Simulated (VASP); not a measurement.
A run of VASP 6.6.1:

The input INCAR:

```
SYSTEM = Zr
PREC = Accurate
ENCUT = 520
EDIFF = 1E-7
ISMEAR = -1
SIGMA = 0.03
LREAL = .FALSE.
LASPH = .TRUE.
NELM = 80
ALGO = Normal
ISIF = 2
LWAVE = .FALSE.
LCHARG = .FALSE.
GGA = CA
NBANDS = 12
```

Contents of KPOINTS:

```
regular mesh
0
G
  16 16 16
  0 0 0
```

POSCAR

```
Zr
1.0
   -1.8219871043      1.8219871043      1.8219871043
    1.8219871043     -1.8219871043      1.8219871043
    1.8219871043      1.8219871043     -1.8219871043
Zr
1
Direct
    0.0000000000      0.0000000000      0.0000000000
```

Potentials or basis: VASP PAW LDA potentials, release 64 (Zr_sv).

The run is started by

```sh
$ cat potpaw_LDA.64/Zr_sv/POTCAR > POTCAR
$ mpirun -np 1 vasp_std > vasp.out
```

Hardware: 1 thread of Intel(R) Xeon(R) Platinum 8259CL CPU @ 2.50GHz (Skylake/Cascade Lake), with other jobs on the host.

**Question.** Estimate the wall time of this run.

**Answer.** Wall time 29 s on 1 thread of Intel(R) Xeon(R) Platinum 8259CL CPU @ 2.50GHz (Skylake/Cascade Lake), with other jobs on the host, peak memory 0.16 GiB. Counts: scf iterations 12, k points 145.
